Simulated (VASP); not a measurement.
# AlN (Cm) in VASP: further runs, part 2 of 2

VASP 6.6.1.

**4. Single point, PBE (mode 4 frozen in at -0.185 Å and mode 10 at -0.066 Å (largest displacements))**

INCAR

```
ALGO = Normal
EDIFF = 1E-6
ENCUT = 520
GGA = PE
ISIF = 2
ISMEAR = 0
LASPH = T
LCHARG = F
LREAL = F
LWAVE = F
NBANDS = 16
NELM = 80
PREC = Accurate
SIGMA = 0.05
```

KPOINTS

```
k-points
0
Gamma
  9 9 6
```

POSCAR

```
AlN
1.0
    3.3134793407      0.0000000000      0.0000000000
   -1.6567396703      2.8695572839      0.0000000000
    0.0000000000      0.0000000000      4.1875902417
Al N
2 2
Direct
    0.3393033764      0.6786067527      0.7729095315
    0.6726367097      0.3452734194      0.2729095315
    0.3218333015      0.6436666031      0.2058696077
    0.6551666349      0.3103332697      0.7058696077
```

Potentials or basis: VASP PAW PBE potentials, release 64 (Al, N).

The run is started by

```
$ cat potpaw_PBE.64/Al/POTCAR potpaw_PBE.64/N/POTCAR > POTCAR
$ mpirun -np 1 vasp_std > vasp.out
```

OUTCAR:

```text
EDIFF = 1E-6
   ENCUT = 520
   GGA = PE
   ISIF = 2
   ISMEAR = 0
   LASPH = T
   LREAL = F
   NELM = 80
   PREC = Accurate

 ion  position               nearest neighbor table
   1  0.339  0.679  0.773-   3 1.82   4 1.83   4 1.99   4 1.99   3 2.38   2 2.84   2 2.84   2 2.84
                             2 2.84   2 2.84   2 2.84
   2  0.673  0.345  0.273-   4 1.82   3 1.89   3 1.89   3 2.03   4 2.38   1 2.84   1 2.84   1 2.84
                             1 2.84   1 2.84   1 2.84
[... 643 lines left out ...]
      6       3.7005      2.00000
[... 8 lines left out ...]
     15      20.3800      0.00000
     16      20.6903      0.00000

 [... further k-points ...]
[... 5 lines left out ...]
  --------------------------------------------------------------------------------------
  -------------------------------------------------------------------------------------
  Total       -0.8497974     -0.3819440      7.6116450     -0.0000000     -0.5704670     -0.0000000
  in kB      -34.1950002    -15.3690466    306.2850260     -0.0000000    -22.9550243     -0.0000000
  external PRESSURE =      85.5736597 kB  Pullay stress =       0.0000000 kB

 VOLUME and BASIS-vectors are now :
 -----------------------------------------------------------------------------
  energy-cutoff  :      520.00
  volume of cell :       39.82
      direct lattice vectors                 reciprocal lattice vectors
     3.313479341  0.000000000  0.000000000     0.301797566  0.174242906  0.000000000
    -1.656739670  2.869557284  0.000000000     0.000000000  0.348485812  0.000000000
     0.000000000  0.000000000  4.187590242     0.000000000  0.000000000  0.238800824

 POSITION                                       TOTAL-FORCE (eV/Angst)
 -----------------------------------------------------------------------------------
      0.00000      1.94730      3.23663        -0.000000     -1.466936     -1.424381
      1.65674      0.99078      1.14283        -0.000000     -1.036146     -1.436956
     -0.00000      1.84704      0.86210         0.000000      1.023208      1.438413
      1.65674      0.89052      2.95589         0.000000      1.479874      1.422925
 -----------------------------------------------------------------------------------
    total drift:                                0.000000      0.000209      0.000647

  FREE ENERGIE OF THE ION-ELECTRON SYSTEM (eV)
  ---------------------------------------------------
  free  energy   TOTEN  =       -28.9285387994 eV

  energy  without entropy=      -28.9285387994  energy(sigma->0) =      -28.92853880
```

OSZICAR:

```text
N       E                     dE             d eps       ncg     rms          rms(c)
DAV:   1     0.431649835679E+02    0.43165E+02   -0.74649E+03  4480   0.906E+02
DAV:   2    -0.304015433266E+02   -0.73567E+02   -0.67378E+02  6568   0.188E+02
DAV:   3    -0.338161093941E+02   -0.34146E+01   -0.34041E+01  5272   0.422E+01
DAV:   4    -0.338363550881E+02   -0.20246E-01   -0.20244E-01  5744   0.368E+00
DAV:   5    -0.338366290007E+02   -0.27391E-03   -0.27391E-03  5216   0.429E-01    0.122E+01
DAV:   6    -0.289646263146E+02    0.48720E+01   -0.98788E+00  5696   0.235E+01    0.411E+00
DAV:   7    -0.289532456125E+02    0.11381E-01   -0.74967E-01  5120   0.614E+00    0.296E+00
DAV:   8    -0.289355586027E+02    0.17687E-01   -0.95030E-02  5096   0.261E+00    0.748E-01
DAV:   9    -0.289280325257E+02    0.75261E-02   -0.17849E-02  5936   0.105E+00    0.268E-01
DAV:  10    -0.289285692655E+02   -0.53674E-03   -0.27396E-03  5096   0.350E-01    0.116E-01
DAV:  11    -0.289285311128E+02    0.38153E-04   -0.25789E-04  5336   0.133E-01    0.194E-02
DAV:  12    -0.289285393805E+02   -0.82677E-05   -0.17100E-05  5512   0.335E-02    0.105E-02
DAV:  13    -0.289285387994E+02    0.58110E-06   -0.33565E-06  5528   0.150E-02
   1 F= -.28928539E+02 E0= -.28928539E+02  d E =-.510587E-13
```

Run time: 41 s. Hardware: 1 thread of Intel Xeon Platinum 8559C (Emerald Rapids), shared host; peak memory 0.2 GiB.

What came out:

* Free energy: -28.9285 eV
* Pressure: 8.6 GPa
* Largest force: 2.053 eV/Å
* Band gap on the k mesh: 3.56 eV, direct

Forces on the atoms (eV/Å):
```
Al   0.000 -1.467 -1.424
Al   0.000 -1.036 -1.437
N    0.000  1.023  1.438
N    0.000  1.480  1.423
```

Levels at points of the mesh, in eV from the valence-band top:
```tsv
k point	band 4	band 5	band 6	band 7	band 8	band 9	band 10	band 11	band 12	band 13
(0.00, 0.00, 0.00)	-2.86	-2.84	-1.19	-1.19	0.00	3.56	4.60	8.64	8.66	11.77
(0.00, 0.00, 0.50)	-3.45	-2.28	-2.24	-1.84	-1.81	5.71	5.71	8.62	8.63	9.07
```

Caveat: the cell differs from its parent crystal (mode 4 frozen in at -0.185 Å and mode 10 at -0.066 Å (largest displacements)); forces of over 1 eV/Å act on the atoms, so gaps and moduli don't describe the material at rest.

**5. Single point, PBE (mode 4 frozen in at -0.308 Å and mode 10 at -0.066 Å (largest displacements))**

INCAR

```
SYSTEM = AlN
  PREC = Accurate
  ENCUT = 520
  EDIFF = 1E-6
  ISMEAR = 0
  SIGMA = 0.05
  LREAL = .False.
  LASPH = .True.
  NELM = 60
  ALGO = Normal
  ISIF = 2
  LWAVE = .False.
  LCHARG = .True.
  GGA = PE
  LELF = .True.
  LVHAR = .True.
  NBANDS = 16
```

KPOINTS

```
Automatic mesh
0
Gamma
  9 9 6
  0 0 0
```

POSCAR

```
AlN
1.0
    3.3134793407      0.0000000000      0.0000000000
   -1.6567396703      2.8695572839      0.0000000000
    0.0000000000      0.0000000000      4.1875902417
Al N
2 2
Direct
    0.3393033764      0.6786067527      0.7881825525
    0.6726367097      0.3452734194      0.2881825525
    0.3218333015      0.6436666031      0.1764493462
    0.6551666349      0.3103332697      0.6764493462
```

Potentials or basis: VASP PAW PBE potentials, release 64 (Al, N).

The run is started by

```
$ cat potpaw_PBE.64/Al/POTCAR potpaw_PBE.64/N/POTCAR > POTCAR
$ mpirun -np 1 vasp_std > vasp.out
```

OUTCAR:

```text
SYSTEM = AlN
   PREC = Accurate
   ENCUT = 520
   EDIFF = 1E-6
   ISMEAR = 0
   LREAL = .False.
   LASPH = .True.
   NELM = 60
   ISIF = 2
   GGA = PE

 ion  position               nearest neighbor table
   1  0.339  0.679  0.788-   3 1.63   4 1.87   4 2.02   4 2.02   3 2.56   2 2.84   2 2.84   2 2.84
                             2 2.84   2 2.84   2 2.84
   2  0.673  0.345  0.288-   4 1.63   3 1.92   3 1.92   3 2.07   4 2.56   1 2.84   1 2.84   1 2.84
                             1 2.84   1 2.84   1 2.84
   3  0.322  0.644  0.176-   1 1.63   2 1.92   2 1.92   2 2.07   1 2.56
   4  0.655  0.310  0.676-   2 1.63   1 1.87   1 2.02   1 2.02   2 2.56

  LATTYP: Found a hexagonal cell.
 ALAT       =     3.3134793407
 C/A-ratio  =     1.2638045423

  Lattice vectors:

 A1 = (   3.3134793407,   0.0000000000,   0.0000000000)
 A2 = (  -1.6567396703,   2.8695572839,   0.0000000000)
 A3 = (   0.0000000000,   0.0000000000,   4.1875902417)

Analysis of symmetry for initial positions (statically):
=====================================================================
 Subroutine PRICEL returns:
 Original cell was already a primitive cell.

 Routine SETGRP: Setting up the symmetry group for a
 hexagonal supercell.

 Subroutine GETGRP returns: Found  2 space group operations
 (whereof  2 operations were pure point group operations)
 out of a pool of 24 trial point group operations.

The static configuration has the point symmetry C_1h.

Analysis of symmetry for dynamics (positions and initial velocities):
=====================================================================
 Subroutine PRICEL returns:
 Original cell was already a primitive cell.

 Routine SETGRP: Setting up the symmetry group for a
 hexagonal supercell.

 Subroutine GETGRP returns: Found  2 space group operations
 (whereof  2 operations were pure point group operations)
 out of a pool of 24 trial point group operations.

The dynamic configuration has the point symmetry C_1h.

 Subroutine INISYM returns: Found  2 space group operations
 (whereof  2 operations are pure point group operations),
 and found     1 'primitive' translations

----------------------------------------------------------------------------------------

                                     Primitive cell

  volume of cell :      39.8165

  direct lattice vectors                    reciprocal lattice vectors
     3.313479341  0.000000000  0.000000000     0.301797566  0.174242906  0.000000000
    -1.656739670  2.869557284  0.000000000     0.000000000  0.348485812  0.000000000
     0.000000000  0.000000000  4.187590242     0.000000000  0.000000000  0.238800824

  length of vectors
     3.313479341  3.313479341  4.187590242     0.348485812  0.348485812  0.238800824

  position of ions in fractional coordinates (direct lattice)
     0.339303376  0.678606753  0.788182552
     0.672636710  0.345273419  0.288182552
     0.321833301  0.643666603  0.176449346
     0.655166635  0.310333270  0.676449346

  ion indices of the primitive-cell ions
   primitive index   ion index
                 1           1
                 2           2
                 3           3
                 4           4

----------------------------------------------------------------------------------------

 KPOINTS: Automatic mesh

Automatic generation of k-mesh.
 Grid dimensions read from file:
 generate k-points for:    9    9    6

 Generating k-lattice:

  Cartesian coordinates                     Fractional coordinates (reciprocal lattice)
     0.033533063  0.019360323  0.000000000     0.111111111  0.000000000  0.000000000
     0.000000000  0.038720646  0.000000000     0.000000000  0.111111111  0.000000000
     0.000000000  0.000000000  0.039800137     0.000000000  0.000000000  0.166666667

  Length of vectors
     0.038720646  0.038720646  0.039800137

  Shift w.r.t. Gamma in fractional coordinates (k-lattice)
     0.000000000  0.000000000  0.000000000

 Subroutine IBZKPT returns following result:
 ===========================================

 Found    140 irreducible k-points:

 Following reciprocal coordinates:
            Coordinates               Weight
  0.000000  0.000000  0.000000      1.000000
  0.111111  0.000000  0.000000      4.000000
  0.000000  0.111111  0.000000      2.000000
  0.222222 -0.000000  0.000000      4.000000
  0.000000  0.222222  0.000000      2.000000
  0.333333 -0.000000  0.000000      4.000000
[... 16 lines left out ...]
 -0.222222 -0.444444  0.000000      4.000000
  0.444444  0.333333  0.000000      4.000000
 [... further k-points ...]
   k-points           NKPTS =    140   k-points in BZ     NKDIM =    140   number of bands    NBANDS=     16
   number of dos      NEDOS =    301   number of ions     NIONS =      4
   total plane-waves  NPLWV =  25088
   dimension x,y,z NGX =    28 NGY =   28 NGZ =   32
   dimension x,y,z NGXF=    56 NGYF=   56 NGZF=   64
   ions per type =               2   2
   NGX,Y,Z   is equivalent  to a cutoff of  14.05, 14.05, 12.70 a.u.
   NGXF,Y,Z  is equivalent  to a cutoff of  28.10, 28.10, 25.41 a.u.
 SYSTEM =  AlN
   PREC   = accura    normal or accurate (medium, high low for compatibility)
   ISTART =      0    job   : 0-new  1-cont  2-samecut
   ICHARG =      2    charge: 1-file 2-atom 10-const
   ISPIN  =      1    spin polarized calculation?
   LNONCOLLINEAR =      F non collinear calculations
   LSORBIT =      F    spin-orbit coupling
   LASPH  =      T    aspherical Exc in radial PAW
   ENCUT  =  520.0 eV  38.22 Ry    6.18 a.u.   6.16  6.16  7.79*2*pi/ulx,y,z
   NELM   =     60;   NELMIN=  2; NELMDL= -5     # of ELM steps
   EDIFF  = 0.1E-05   stopping-criterion for ELM
   LREAL  =      F    real-space projection
   EDIFFG = 0.1E-04   stopping-criterion for IOM
   NSW    =      0    number of steps for IOM
   IBRION =     -1    ionic relax: 0-MD 1-quasi-New 2-CG
   NFREE  =      0    steps in history (QN), initial steepest desc. (CG)
   ISIF   =      2    stress and relaxation
   ISYM   =      2    0-nonsym 1-usesym 2-fastsym
   POTIM  = 0.5000    time-step for ionic-motion
   TEBEG  =    0.0;   TEEND  =   0.0 temperature during run
   PSTRESS=    0.0 pullay stress
   NELECT =      16.0000    total number of electrons
   NUPDOWN=      -1.0000    fix difference up-down
   EMIN   =  10.00;   EMAX   =-10.00  energy-range for DOS
   EFERMI =   0.00;   METHOD = LEGACY
   ISMEAR =     0;   SIGMA  =   0.05  broadening in eV -4-tet -1-fermi 0-gaus
   EFERMI_NEDOS =   21; number of points for ismear=-14 and -15
   IALGO  =     38    algorithm
   IMIX   =      4    mixing-type and parameters
     AMIX     =   0.40;   BMIX     =  1.00
     AMIX_MAG =   1.60;   BMIX_MAG =  1.00
  volume/ion in A,a.u.               =       9.95        67.17
  Fermi-wavevector in a.u.,A,eV,Ry     =   1.208074  2.282930 19.856940  1.459444
  Thomas-Fermi vector in A             =   2.343693
   LORBIT       =      0    0 simple, 1 ext, 2 COOP (PROOUT), +10 PAW based schemes
   GGA     = PE    functional components
   LHFCALC =     F    Hartree Fock is set to
   AEXX    =    0.0000 exact exchange contribution
   IVDW    =     0    specifies the selected vdW correction
   LEPSILON=     F    determine dielectric tensor
   LRPA    =     F    only Hartree local field effects (RPA)
 non-spin polarized calculation
 Gauss-broadening in eV      SIGMA  =   0.05
  energy-cutoff  :      520.00
  volume of cell :       39.82
 maximum number of plane-waves:      1090
 NGX is ok and might be reduce to    28
   NGX = 13   NGY = 13   NGZ = 15

 number of electron      16.0000000 magnetization

 Free energy of the ion-electron system (eV)
  ---------------------------------------------------
  ext. energy  EPLUGINS =         0.00000000
  ---------------------------------------------------
  free energy    TOTEN  =       -27.64687976 eV

  energy without entropy =      -27.64687976  energy(sigma->0) =      -27.64687976

 E-fermi :   7.2289     XC(G=0): -11.0841

 val. band max:        6.9712813047   @ k =   0.0000   0.0000   0.0000
 cond. band min:      10.9479891291   @ k =   0.0000   0.0000   0.0000
 fundamental gap:      3.9767078244
 Fermi energy:         7.2289122229

 k-point     1 :       0.0000    0.0000    0.0000
  band No.  band energies     occupation
      1      -8.9610      2.00000
      2      -5.6127      2.00000
      3       1.2757      2.00000
      4       4.6775      2.00000
      5       4.6924      2.00000
      6       6.2442      2.00000
[... 433 lines left out ...]
      3       1.3554      2.00000
      4       2.7451      2.00000
      5       3.4313      2.00000
      6       3.7442      2.00000
[... 8 lines left out ...]
     15      20.1353      0.00000
     16      20.6584      0.00000

 [... further k-points ...]
[... 5 lines left out ...]
  --------------------------------------------------------------------------------------
  -------------------------------------------------------------------------------------
  Total       -2.4266859     -1.9954542     24.3331362     -0.0000000     -1.5095440     -0.0000000
  in kB      -97.6474250    -80.2950916    979.1411968     -0.0000000    -60.7425501     -0.0000000
  external PRESSURE =     267.0662267 kB  Pullay stress =       0.0000000 kB

 VOLUME and BASIS-vectors are now :
 -----------------------------------------------------------------------------
  energy-cutoff  :      520.00
  volume of cell :       39.82
      direct lattice vectors                 reciprocal lattice vectors
     3.313479341  0.000000000  0.000000000     0.301797566  0.174242906  0.000000000
    -1.656739670  2.869557284  0.000000000     0.000000000  0.348485812  0.000000000
     0.000000000  0.000000000  4.187590242     0.000000000  0.000000000  0.238800824

 POSITION                                       TOTAL-FORCE (eV/Angst)
 -----------------------------------------------------------------------------------
      0.00000      1.94730      3.30059        -0.000000     -0.822187     -6.291116
      1.65674      0.99078      1.20679        -0.000000     -0.495247     -6.306475
     -0.00000      1.84704      0.73890         0.000000      0.488481      6.308824
      1.65674      0.89052      2.83269         0.000000      0.828953      6.288768
 -----------------------------------------------------------------------------------
    total drift:                                0.000000      0.000050      0.000472

  FREE ENERGIE OF THE ION-ELECTRON SYSTEM (eV)
  ---------------------------------------------------
  free  energy   TOTEN  =       -27.6468797617 eV

  energy  without entropy=      -27.6468797617  energy(sigma->0) =      -27.64687976
```

It took 44 s on 1 thread of Intel Xeon Platinum 8559C (Emerald Rapids), shared host; peak memory 0.2 GiB.

What came out:

```
Free energy            : -27.6469 eV
Pressure               : 26.7 GPa
Largest force          : 6.345 eV/Å
Band gap on the k mesh : 3.98 eV, direct
```

Forces on the atoms (eV/Å):
```
Al   0.000 -0.822 -6.291
Al   0.000 -0.495 -6.306
N    0.000  0.488  6.309
N    0.000  0.829  6.289
```

Stress tensor (GPa, compression positive):
```
-9.76  0.00  0.00
 0.00 -8.03 -6.07
 0.00 -6.07 97.91
```

Caveat: the cell differs from its parent crystal (mode 4 frozen in at -0.308 Å and mode 10 at -0.066 Å (largest displacements)); forces of over 1 eV/Å act on the atoms, so gaps and moduli don't describe the material at rest.

**6. Single point, PBE (mode 4 frozen in at -0.308 Å and mode 10 at -0.040 Å (largest displacements))**

INCAR

```
  ALGO = Normal
  EDIFF = 1E-6
  ENCUT = 520
  GGA = PE
  ISIF = 2
  ISMEAR = 0
  LASPH = True
  LCHARG = False
  LREAL = False
  LWAVE = False
  NBANDS = 16
  NELM = 80
  PREC = Accurate
  SIGMA = 0.05
```

KPOINTS

```
k-points
0
Gamma
  9 9 6
```

POSCAR

```
AlN
1.0
    3.3134793407      0.0000000000      0.0000000000
   -1.6567396703      2.8695572839      0.0000000000
    0.0000000000      0.0000000000      4.1875902417
Al N
2 2
Direct
    0.3369153591      0.6738307183      0.7881825525
    0.6702486925      0.3404973850      0.2881825525
    0.3264333143      0.6528666285      0.1764493462
    0.6597666476      0.3195332952      0.6764493462
```

Potentials or basis: VASP PAW PBE potentials, release 64 (Al, N).

The run is started by

```
$ cat potpaw_PBE.64/Al/POTCAR potpaw_PBE.64/N/POTCAR > POTCAR
$ mpirun -np 1 vasp_std > vasp.out
```

It took 44 s on 1 thread of Intel Xeon Platinum 8559C (Emerald Rapids), shared host; peak memory 0.2 GiB.

Results (log left out):

| Item | Value |
| --- | --- |
| Free energy | -27.6885 eV |
| Pressure | 26.3 GPa |
| Largest force | 6.456 eV/Å |
| Band gap on the k mesh | 4.01 eV, direct |

Forces on the atoms (eV/Å):
```
Al   0.000 -0.441 -6.441
Al   0.000 -0.325 -6.444
N    0.000  0.322  6.445
N    0.000  0.443  6.441
```

Stress tensor (GPa, compression positive):
```
-10.40   0.00   0.00
  0.00  -9.78  -3.65
  0.00  -3.65  98.96
```

Levels at points of the mesh, in eV from the valence-band top:
| k point | band 5 | band 6 | band 7 | band 8 | band 9 | band 10 | band 11 | band 12 |
| --- | --- | --- | --- | --- | --- | --- | --- | --- |
| (0.00, 0.00, 0.00) | -2.26 | -0.71 | -0.70 | 0.00 | 4.01 | 4.95 | 9.21 | 9.22 |
| (0.00, 0.00, 0.50) | -1.64 | -1.63 | -1.39 | -1.38 | 5.87 | 5.87 | 9.31 | 9.31 |

Caveat: the cell differs from its parent crystal (mode 4 frozen in at -0.308 Å and mode 10 at -0.040 Å (largest displacements)); forces of over 1 eV/Å act on the atoms, so gaps and moduli don't describe the material at rest.
